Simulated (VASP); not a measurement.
Set up this calculation in VASP 6.6.1, as the native input.

```yaml
Task: single point
Functional: LDA
Potentials_or_basis: VASP PAW LDA potentials, release 64 (Zn, O)
Cutoff: 520 eV
k_mesh: 9 × 9 × 4
Occupations: fermi-dirac, width 0.05 eV
Spin: no spin polarisation
Dipole_correction: no
Further_INCAR_settings: ALGO = Normal; EDIFF = 1e-06; NBANDS = 26
```

The structure of ZnO lies in POSCAR:

```
ZnO
1.0
    3.3524534747      0.0000000000      0.0000000000
   -1.6762267373      2.9033098741      0.0000000000
    0.0000000000      0.0000000000      7.2702894300
Zn O
2 2
Direct
    0.0000000000      0.0000000000      0.2500000000
    0.0000000000      0.0000000000      0.7500000000
    0.6666666667      0.3333333333      0.7500000000
    0.3333333333      0.6666666667      0.2500000000
```

These files were run (other wordings do the same):

INCAR

```
ALGO = Normal
EDIFF = 1E-6
ENCUT = 520
GGA = CA
ISIF = 2
ISMEAR = -1
LASPH = True
LCHARG = True
LELF = True
LREAL = False
LVHAR = True
LWAVE = False
NBANDS = 26
NELM = 60
PREC = Accurate
SIGMA = 0.05
```

KPOINTS

```
k-points
0
Gamma
  9 9 4
```

Potentials or basis: VASP PAW LDA potentials, release 64 (Zn, O).

Command:

```console
$ cat potpaw_LDA.64/Zn/POTCAR potpaw_LDA.64/O/POTCAR > POTCAR
$ mpirun -np 1 vasp_std > vasp.out
```

Results of the run:

```json
{"Pressure": "-11.3 GPa", "Band gap on the k mesh": "0.75 eV"}
```

Caveat: the cell stands under tension; an odd mesh through Γ misses points on the zone boundary, where band edges can lie.

Run time: 2.1 min on 1 thread of Intel Xeon 8259CL, on a shared host, peak memory 0.2 GiB.
